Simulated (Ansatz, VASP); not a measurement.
# PtS2 in VASP and in Ansatz

The input INCAR:

```
SYSTEM = PtS2
ALGO = Normal
EDIFF = 1E-7
ENCUT = 520
GGA = PS
GGA_COMPAT = .FALSE.
ISIF = 2
ISMEAR = -1
LASPH = .TRUE.
LCHARG = .FALSE.
LMAXMIX = 4
LORBIT = 11
LORBMOM = .TRUE.
LREAL = .FALSE.
LSORBIT = .TRUE.
LWAVE = .FALSE.
MAGMOM = 0 0 0 0 0 0 0 0 0
NBANDS = 35
NELM = 150
PREC = Accurate
SIGMA = 0.01
```

Contents of KPOINTS:

```
k-points
0
G
  10 10 6
  0 0 0
```

File POSCAR:

```
PtS2
1.0
    3.5733777869      0.0000000000      0.0000000000
   -1.7866888934      3.0946359408      0.0000000000
    0.0000000000      0.0000000000      4.7371073000
Pt S
1 2
Direct
    0.0000000000      0.0000000000      0.0000000000
    0.3333333333      0.6666666667      0.2524636773
    0.6666666667      0.3333333333      0.7475363227
```

Input for Ansatz:

```yaml
crystal:
  lattice:
    - [3.57337778687, 0.0, 0.0]
    - [-1.78668889344, 3.09463594075, 0.0]
    - [0.0, 0.0, 4.73710729995]
  atoms:
    - { symbol: Pt, position: [0.0, 0.0, 0.0] }
    - { symbol: S, position: [0.333333333333, 0.666666666667, 0.252463677261] }
    - { symbol: S, position: [0.666666666667, 0.333333333333, 0.747536322739] }
kpoints:
  mp_grid: { grid: [10, 10, 6] }
scf:
  occupations: { method: fermi_dirac, width: 0.01 }
hamiltonian:
  xc: pbesol
  pseudopotentials: { kind: paw_fr }
magnetization:
  noncollinear: true
  spin_orbit: true
output:
  forces: true
  stress: true
  eigenvalues: true
  eigenstates:
    nscf_kmesh: { grid: [8, 8, 6] }
    de_dk: true
    e_range: [-9, 10.16956276814]
checkpoint:
  write: ck
  write_wavefunctions: false
```

Alike in both runs: task single point; functional PBEsol; k mesh 10 × 10 × 6; occupations fermi-dirac, width 0.01 eV; non-collinear spin, spin-orbit coupling.

|  | VASP | Ansatz |
| --- | --- | --- |
| version | VASP 6.6.1 | Ansatz 0.2.0 |
| potentials or method | VASP PAW PBE potentials, release 64 (Pt, S) | PAW with Ansatz's default frozen-core files, fully relativistic files with spin-orbit coupling |
| plane-wave cutoff (eV) | 520 | 420 |
| valence electrons in the cell | 22 | 30 |

|  | VASP | Ansatz | Ansatz less VASP |
| --- | --- | --- | --- |
| pressure (GPa) | -0.1 | 0.1 | +0.13 |
| traceless stress, the component that is largest in VASP (GPa) | 0.35 | 0.25 | -0.098 |

VASP's potentials were made for PBE, not for PBEsol. VASP's potentials hold 22 valence electrons a cell and Ansatz's 30, so a difference there can come from the potentials and not from the codes.
